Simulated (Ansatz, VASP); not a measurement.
**One calculation of SnO, two programs**

The input INCAR:

```
ALGO = Normal
EDIFF = 1E-8
ENCUT = 520
GGA = CA
ISIF = 2
ISMEAR = -1
LASPH = T
LCHARG = F
LEFG = T
LREAL = F
LWAVE = F
NBANDS = 28
NELM = 60
PREC = Accurate
SIGMA = 0.02
```

KPOINTS

```
k-points
0
Gamma
  6 6 5
```

Contents of POSCAR:

```
SnO
1.0
    3.7639800000      0.0000000000      0.0000000000
    0.0000000000      3.7639800000      0.0000000000
    0.0000000000      0.0000000000      4.8360000000
Sn O
2 2
Direct
    0.0000000000      0.5000000000      0.2385000000
    0.5000000000      0.0000000000      0.7615000000
    0.0000000000      0.0000000000      0.0000000000
    0.5000000000      0.5000000000      0.0000000000
```

Input for Ansatz:

```yaml
crystal:
  lattice:
    - [3.76398, 0.0, 0.0]
    - [0.0, 3.76398, 0.0]
    - [0.0, 0.0, 4.836]
  atoms:
    - { symbol: Sn, position: [0.0, 0.5, 0.2385] }
    - { symbol: Sn, position: [0.5, 0.0, 0.7615] }
    - { symbol: O, position: [0.0, 0.0, 0.0] }
    - { symbol: O, position: [0.5, 0.5, 0.0] }
kpoints:
  mp_grid: { grid: [6, 6, 5] }
scf:
  occupations: { method: fermi_dirac, width: 0.02 }
hamiltonian:
  xc: lda
  pseudopotentials: { kind: paw }
output:
  forces: true
  stress: true
  eigenvalues: true
  efg: { contact_densities: true }
```

Change from the starting cell: equal xx and yy strain of -1 %, PAW files.

Alike in both runs: task electric field gradients; functional LDA; k mesh 6 × 6 × 5; occupations fermi-dirac, width 0.02 eV; no spin polarisation.

```csv
,VASP,Ansatz
version,VASP 6.6.1,Ansatz 0.2.0
potentials or method,"VASP PAW LDA potentials, release 64 (Sn_d, O)","PAW with Ansatz's default frozen-core files, scalar-relativistic"
plane-wave cutoff (eV),520,420
valence electrons in the cell,40,40
```

Ansatz gave:

```
pressure (GPa)                                                : -0.8
traceless stress, the component that is largest in VASP (GPa) : -0.68
rms of the force components (eV/Å)                            : 0.004
size of Vzz on the site where it differs most (V/Å²)          : 176.6
```

Problem. Estimate VASP's values.

Solution. Pressure (GPa): -0.5; traceless stress, the component that is largest in VASP (GPa): -0.64; rms of the force components (eV/Å): 0.045; size of Vzz on the site where it differs most (V/Å²): 169.9.

LDA's correlation is that of Perdew and Zunger in VASP and of Perdew and Wang (1992) in Ansatz. Atom by atom the forces differ by 0.049 eV/Å (rms over components).
